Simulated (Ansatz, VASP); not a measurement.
Cs in VASP and in Ansatz

```
Cs
1.0
    -3.04880    3.04880    3.04880
     3.04880   -3.04880    3.04880
     3.04880    3.04880   -3.04880
Cs
1
Direct
  0.00000 0.00000 0.00000
```

Alike in both runs: task single point; functional revPBE; k mesh 12 × 12 × 12; occupations fermi-dirac, width 0.1 eV; no spin polarisation.

|  | VASP | Ansatz |
| --- | --- | --- |
| version | VASP 6.6.1 | Ansatz 0.2.0 |
| potentials or method | VASP PAW PBE potentials, release 64 (Cs_sv), cutoff 520 eV | plane waves (420 eV) with PAW, scalar-relativistic |
| valence electrons in the cell | 9 | 9 |

```tsv
	VASP	Ansatz	Ansatz less VASP
pressure (GPa)	0.3	0.3	0.00
```

VASP's potentials were made for PBE, not for revPBE.

Neither program's run includes spin-orbit coupling.
